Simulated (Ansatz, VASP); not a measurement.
## Hf3Si2F in VASP and in Ansatz

```
Hf Si F
1.0
     5.43108    0.00000    0.00000
    -2.71554    4.70346    0.00000
     0.00000    0.00000    6.21343
Hf Si F
3 2 1
Direct
  0.50000 0.00000 0.50000
  0.00000 0.50000 0.50000
  0.50000 0.50000 0.50000
  0.00000 0.00000 0.29938
  0.00000 0.00000 0.70062
  0.00000 0.00000 0.00000
```

Alike in both runs: functional PBE; k mesh 12 × 12 × 6; occupations gaussian, width 0.1 eV; no spin polarisation.

Ansatz relaxed the structure, and its values are those at the end. VASP's run is a single point on that final structure, the one shown.

|  | VASP | Ansatz |
| --- | --- | --- |
| version | VASP 6.6.1 | Ansatz 0.2.0 |
| potentials or method | VASP PAW PBE potentials, release 64 (Hf_pv, Si, F), cutoff 520 eV | scalar-relativistic, plane waves, PAW |
| valence electrons in the cell | 45 | 93 |

VASP gave:

```
gap on the k mesh at the Fermi level (eV) : none
pressure (GPa)                            : -0.2
rms of the force components (eV/Å)        : 0.017
```

Problem. Estimate Ansatz's values.

Solution. gap on the k mesh at the Fermi level (eV): none; pressure (GPa): 0.0; rms of the force components (eV/Å): 0.001.

A gap of «none» marks a metal or a gap that the smearing closes. With one functional, cell and mesh, what is left measures potentials, basis and numerics. VASP's potentials hold 45 valence electrons a cell and Ansatz's 93, so a difference there can come from the potentials and not from the codes.

Neither program's run includes spin-orbit coupling.
